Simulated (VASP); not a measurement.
Input of a VASP 6.6.1 run:

POSCAR

```
Hf
1.0
    0.0000000000      2.2200000000      2.2200000000
    2.3865000000      0.0000000000      2.2200000000
    2.3865000000      2.2200000000      0.0000000000
Hf
1
Direct
    0.0000000000      0.0000000000      0.0000000000
```

INCAR.step1

```
SYSTEM = Hf
ALGO = Normal ; EDIFF = 1E-4
ENCUT = 520 ; GGA = PE
ISMEAR = 0 ; LASPH = .True.
LCHARG = .False. ; LREAL = .False.
LWAVE = .True. ; NBANDS = 11
NELM = 80 ; PREC = Accurate
SIGMA = 0.15
```

Contents of INCAR.step2:

```
SYSTEM = Hf
ALGO = Normal ; EDIFF = 1E-6
ENCUT = 520 ; ISIF = 2
ISMEAR = 0 ; ISTART = 1
LASPH = .True. ; LCHARG = .False.
LMIXTAU = .True. ; LREAL = .False.
LWAVE = .False. ; METAGGA = R2SCAN
NBANDS = 11 ; NELM = 80
PREC = Accurate ; SIGMA = 0.15
```

File KPOINTS:

```
k-points
0
Gamma
  18 18 18
  0 0 0
```

Potentials or basis: VASP PAW PBE potentials, release 64 (Hf_pv).

The run is started by

```sh
$ cat potpaw_PBE.64/Hf_pv/POTCAR > POTCAR
$ cp INCAR.step1 INCAR
$ mpirun -np 1 vasp_std > vasp.out
$ cp INCAR.step2 INCAR
$ mpirun -np 1 vasp_std > vasp.out
```

Q: Predict the pressure.

A: -5.1 GPa.

Q: Estimate the band gap on the k mesh.

A: Zero (bands 5 and 6 overlap by 1.80 eV).

Stress tensor (GPa, compression positive):
```
-7.75  0.00  0.00
 0.00 -3.71  0.00
 0.00  0.00 -3.71
```

Caveat: the cell differs from its parent crystal (strain +0.0750 x Voigt [1, 0, 0, 0, 0, 0]); the cell stands under tension; the PAW data sets were made with another functional, which shifts forces and pressure a little; spin-orbit coupling is left out, which moves the levels of the heavy elements.
